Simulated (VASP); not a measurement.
# O (R-3m) in VASP: notebook

O is run at these levels: LDA, revPBE; tasks: electric field gradients.

Program: VASP 6.6.1. These are calculated values, not measurements. Logs are shortened: lines on timing, memory, paths and dates and some standing lists are left out, and cuts for length are marked.

### Step 1. The cell of the first run

It takes space group R-3m (No. 166, trigonal). The conventional cell has a = 2.808 Å, b = 2.808 Å, c = 10.087 Å, α = 90.00°, β = 90.00°, γ = 120.00°. O (site symmetry 3m) has 1 O at 1.16 Å within 1.6 Å.

### Step 2. Electric field gradients, LDA (11.48 Å³/atom)

Input file INCAR:

```
SYSTEM = O
ALGO = Normal
EDIFF = 1E-8
ENCUT = 520
GGA = CA
ISIF = 2
ISMEAR = -1
LASPH = .True.
LCHARG = .False.
LEFG = .True.
LREAL = .False.
LWAVE = .False.
NBANDS = 13
NELM = 80
PREC = Accurate
SIGMA = 0.02
```

Input file KPOINTS:

```
k-points
0
Gamma
  10 10 10
  0 0 0
```

Input file POSCAR:

```
O
1.0
    1.4041122177      0.8106645668      3.3622362452
   -1.4041122177      0.8106645668      3.3622362452
    0.0000000000     -1.6213291337      3.3622362452
O
2
Direct
    0.0577000000      0.0577000000      0.0577000000
    0.9423000000      0.9423000000      0.9423000000
```

Potentials or basis: VASP PAW LDA potentials, release 64 (O).

Launch:

```console
$ cat potpaw_LDA.64/O/POTCAR > POTCAR
$ mpirun -np 1 vasp_std > vasp.out
```

OUTCAR:

```text
SYSTEM = O
   EDIFF = 1E-8
   ENCUT = 520
   GGA = CA
   ISIF = 2
   ISMEAR = -1
   LASPH = .True.
   LREAL = .False.
   NELM = 80
   PREC = Accurate

 ion  position               nearest neighbor table
   1  0.058  0.058  0.058-   2 1.16
   2  0.942  0.942  0.942-   1 1.16

  LATTYP: Found a trigonal (rhomboedric) cell.
 ALAT       =     3.7327390383
 COS(alpha) =     0.7170052526

  Lattice vectors:

 A1 = (   1.4041122177,   0.8106645668,   3.3622362452)
 A2 = (  -1.4041122177,   0.8106645668,   3.3622362452)
 A3 = (   0.0000000000,  -1.6213291337,   3.3622362452)

Analysis of symmetry for initial positions (statically):
=====================================================================
 Subroutine PRICEL returns:
 Original cell was already a primitive cell.

 Routine SETGRP: Setting up the symmetry group for a
 trigonal (rhombohedral) supercell.

 Subroutine GETGRP returns: Found 12 space group operations
 (whereof 12 operations were pure point group operations)
 out of a pool of 12 trial point group operations.

The static configuration has the point symmetry D_3d.

Analysis of symmetry for dynamics (positions and initial velocities):
=====================================================================
 Subroutine PRICEL returns:
 Original cell was already a primitive cell.

 Routine SETGRP: Setting up the symmetry group for a
 trigonal (rhombohedral) supercell.

 Subroutine GETGRP returns: Found 12 space group operations
 (whereof 12 operations were pure point group operations)
 out of a pool of 12 trial point group operations.

The dynamic configuration has the point symmetry D_3d.

 Subroutine INISYM returns: Found 12 space group operations
 (whereof 12 operations are pure point group operations),
 and found     1 'primitive' translations

----------------------------------------------------------------------------------------

                                     Primitive cell

  volume of cell :      22.9627

  direct lattice vectors                    reciprocal lattice vectors
     1.404112218  0.810664567  3.362236245     0.356096894  0.205592638  0.099140366
    -1.404112218  0.810664567  3.362236245    -0.356096894  0.205592638  0.099140366
     0.000000000 -1.621329134  3.362236245     0.000000000 -0.411185276  0.099140366

  length of vectors
     3.732739038  3.732739038  3.732739038     0.422968253  0.422968253  0.422968253

  position of ions in fractional coordinates (direct lattice)
     0.057700000  0.057700000  0.057700000
     0.942300000  0.942300000  0.942300000

  ion indices of the primitive-cell ions
   primitive index   ion index
                 1           1
                 2           2

----------------------------------------------------------------------------------------

 KPOINTS: k-points

Automatic generation of k-mesh.
 Grid dimensions read from file:
 generate k-points for:   10   10   10

 Generating k-lattice:

  Cartesian coordinates                     Fractional coordinates (reciprocal lattice)
     0.035609689  0.020559264  0.009914037     0.100000000 -0.000000000 -0.000000000
    -0.035609689  0.020559264  0.009914037    -0.000000000  0.100000000 -0.000000000
     0.000000000 -0.041118528  0.009914037     0.000000000  0.000000000  0.100000000

  Length of vectors
     0.042296825  0.042296825  0.042296825

  Shift w.r.t. Gamma in fractional coordinates (k-lattice)
     0.000000000  0.000000000  0.000000000

 Subroutine IBZKPT returns following result:
 ===========================================

 Found    116 irreducible k-points:

 Following reciprocal coordinates:
            Coordinates               Weight
  0.000000  0.000000  0.000000      1.000000
  0.100000 -0.000000 -0.000000      6.000000
  0.200000 -0.000000 -0.000000      6.000000
  0.300000  0.000000 -0.000000      6.000000
  0.400000  0.000000 -0.000000      6.000000
  0.500000  0.000000 -0.000000      3.000000
[... 16 lines left out ...]
  0.300000  0.300000 -0.000000      6.000000
  0.400000  0.300000  0.000000     12.000000
 [... further k-points ...]
   k-points           NKPTS =    116   k-points in BZ     NKDIM =    116   number of bands    NBANDS=     13
   number of dos      NEDOS =    301   number of ions     NIONS =      2
   total plane-waves  NPLWV =  21952
   dimension x,y,z NGX =    28 NGY =   28 NGZ =   28
   dimension x,y,z NGXF=    56 NGYF=   56 NGZF=   56
   ions per type =               2
   NGX,Y,Z   is equivalent  to a cutoff of  12.47, 12.47, 12.47 a.u.
   NGXF,Y,Z  is equivalent  to a cutoff of  24.94, 24.94, 24.94 a.u.
 SYSTEM =  O
   PREC   = accura    normal or accurate (medium, high low for compatibility)
   ISTART =      0    job   : 0-new  1-cont  2-samecut
   ICHARG =      2    charge: 1-file 2-atom 10-const
   ISPIN  =      1    spin polarized calculation?
   LNONCOLLINEAR =      F non collinear calculations
   LSORBIT =      F    spin-orbit coupling
   LASPH  =      T    aspherical Exc in radial PAW
   ENCUT  =  520.0 eV  38.22 Ry    6.18 a.u.   6.94  6.94  6.94*2*pi/ulx,y,z
   NELM   =     80;   NELMIN=  2; NELMDL= -5     # of ELM steps
   EDIFF  = 0.1E-07   stopping-criterion for ELM
   LREAL  =      F    real-space projection
   EDIFFG = 0.1E-06   stopping-criterion for IOM
   NSW    =      0    number of steps for IOM
   IBRION =     -1    ionic relax: 0-MD 1-quasi-New 2-CG
   NFREE  =      0    steps in history (QN), initial steepest desc. (CG)
   ISIF   =      2    stress and relaxation
   ISYM   =      2    0-nonsym 1-usesym 2-fastsym
   POTIM  = 0.5000    time-step for ionic-motion
   TEBEG  =    0.0;   TEEND  =   0.0 temperature during run
   PSTRESS=    0.0 pullay stress
   NELECT =      12.0000    total number of electrons
   NUPDOWN=      -1.0000    fix difference up-down
   EMIN   =  10.00;   EMAX   =-10.00  energy-range for DOS
   EFERMI =   0.00;   METHOD = LEGACY
   ISMEAR =    -1;   SIGMA  =   0.02  broadening in eV -4-tet -1-fermi 0-gaus
   EFERMI_NEDOS =   21; number of points for ismear=-14 and -15
   IALGO  =     38    algorithm
   IMIX   =      4    mixing-type and parameters
     AMIX     =   0.40;   BMIX     =  1.00
     AMIX_MAG =   1.60;   BMIX_MAG =  1.00
  volume/ion in A,a.u.               =      11.48        77.48
  Fermi-wavevector in a.u.,A,eV,Ry     =   1.318645  2.491877 23.658130  1.738824
  Thomas-Fermi vector in A             =   2.448600
   LORBIT       =      0    0 simple, 1 ext, 2 COOP (PROOUT), +10 PAW based schemes
   GGA     = CA    functional components
   LHFCALC =     F    Hartree Fock is set to
   AEXX    =    0.0000 exact exchange contribution
   IVDW    =     0    specifies the selected vdW correction
   LEPSILON=     F    determine dielectric tensor
   LRPA    =     F    only Hartree local field effects (RPA)
 non-spin polarized calculation
  energy-cutoff  :      520.00
  volume of cell :       22.96
 maximum number of plane-waves:       628
   NGX = 13   NGY = 13   NGZ = 13

 number of electron      11.9999999 magnetization

 Free energy of the ion-electron system (eV)
  ---------------------------------------------------
  ext. energy  EPLUGINS =         0.00000000
  ---------------------------------------------------
  free energy    TOTEN  =       -10.48017372 eV

  energy without entropy =      -10.47862851  energy(sigma->0) =      -10.47940112

 E-fermi :   0.5197     XC(G=0): -10.1212

 val. band max:        0.4898271237   @ k =  -0.4000   0.1000   0.0000
 cond. band min:       0.5251924716   @ k =   0.5000   0.5000   0.3000
 fundamental gap:      0.0353653479
 Fermi energy:         0.5196763302

 k-point     1 :       0.0000    0.0000    0.0000
  band No.  band energies     occupation
      1     -28.0358      2.00000
      2     -12.9211      2.00000
      3      -8.9746      2.00000
      4      -6.3230      2.00000
      5      -6.3230      2.00000
      6       1.1336      0.00000
      7       1.1336      0.00000
      8       8.5321      0.00000
      9      12.4991      0.00000
     10      15.1018      0.00000
     11      19.3017      0.00000
     12      21.5667      0.00000
     13      21.5667      0.00000
[... 353 lines left out ...]
 k-point    24 :       0.4000    0.3000    0.0000
  band No.  band energies     occupation
      1     -27.6899      2.00000
      2     -13.1362      2.00000
      3      -8.4233      2.00000
      4      -6.9932      2.00000
      5      -6.9259      2.00000
      6      -0.4952      2.00000
      7       1.0501      0.00000
      8      10.4872      0.00000
      9      12.5877      0.00000
     10      15.0612      0.00000
     11      15.6844      0.00000
     12      19.7018      0.00000
     13      22.4198      0.00000

 [... further k-points ...]
[... 5 lines left out ...]
  --------------------------------------------------------------------------------------
  -------------------------------------------------------------------------------------
  Total       -1.8065292     -1.8065292      6.4215768      0.0000000     -0.0000000      0.0000000
  in kB     -126.0471617   -126.0471617    448.0533996      0.0000000     -0.0000000      0.0000000
  external PRESSURE =      65.3196920 kB  Pullay stress =       0.0000000 kB

 VOLUME and BASIS-vectors are now :
 -----------------------------------------------------------------------------
  energy-cutoff  :      520.00
  volume of cell :       22.96
      direct lattice vectors                 reciprocal lattice vectors
     1.404112218  0.810664567  3.362236245     0.356096894  0.205592638  0.099140366
    -1.404112218  0.810664567  3.362236245    -0.356096894  0.205592638  0.099140366
     0.000000000 -1.621329134  3.362236245     0.000000000 -0.411185276  0.099140366

 POSITION                                       TOTAL-FORCE (eV/Angst)
 -----------------------------------------------------------------------------------
      0.00000     -0.00000      0.58200         0.000000     -0.000000      5.223221
      0.00000     -0.00000      9.50471         0.000000      0.000000     -5.223221
 -----------------------------------------------------------------------------------
    total drift:                                0.000000     -0.000000      0.000000

  FREE ENERGIE OF THE ION-ELECTRON SYSTEM (eV)
  ---------------------------------------------------
  free  energy   TOTEN  =       -10.4801737168 eV

  energy  without entropy=      -10.4786285135  energy(sigma->0) =      -10.47940112

 Electric field gradients (V/A^2)
---------------------------------------------------------------------
 ion       V_xx      V_yy      V_zz      V_xy      V_xz      V_yz
---------------------------------------------------------------------
   1     -55.107   -55.107   110.213    -0.000     0.000     0.000
   2     -55.107   -55.107   110.213    -0.000    -0.000     0.000
---------------------------------------------------------------------

 Electric field gradients after diagonalization (V/A^2)
 (convention: |V_zz| > |V_xx| > |V_yy|)
----------------------------------------------------------------------
 ion       V_xx      V_yy      V_zz     asymmetry (V_yy - V_xx)/ V_zz
----------------------------------------------------------------------
   1     -55.107   -55.107   110.213       0.000
   2     -55.107   -55.107   110.213       0.000
----------------------------------------------------------------------

           NMR quadrupolar parameters

 Cq : quadrupolar parameter    Cq=e*Q*V_zz/h
 eta: asymmetry parameters     (V_yy - V_xx)/ V_zz
 Q  : nuclear electric quadrupole moment in mb (millibarn)
----------------------------------------------------------------------
 ion       Cq(MHz)       eta       Q (mb)
----------------------------------------------------------------------
   1       0.266       0.000       1.000
   2       0.266       0.000       1.000
----------------------------------------------------------------------
```

It took 43 s on 1 thread of Intel Xeon Platinum 8375C at 2.90GHz (Ice Lake), shared host; peak memory 0.14 GiB.

What came out:

| Property | Result |
| --- | --- |
| Free energy | -10.4802 eV |
| Pressure | 6.5 GPa |
| Largest force | 5.223 eV/Å |
| Band gap on the k mesh | zero (bands 6 and 7 overlap by 1.43 eV) |
| Largest electric field gradient by atom | O +110.2 V/Å² |

Forces on the atoms (eV/Å):
```
O    0.000  0.000  5.223
O    0.000  0.000 -5.223
```

Electric field gradients, principal values (V/Å²):
| atom | least | middle | greatest (by size) |
| --- | --- | --- | --- |
| 1 O | -55.107 | -55.107 | 110.213 |
| 2 O | -55.107 | -55.107 | 110.213 |

Caveat: the standard files for N, O and F lose accuracy on very short bonds; spin is off for a triplet molecule; the cell stands under pressure; without QUAD_EFG the Cq values of the log hold for a quadrupole moment of 1 mb, not for the nuclei; forces of over 1 eV/Å act on the atoms, so gaps and moduli don't describe the material at rest.

[end of part 1 of 2]
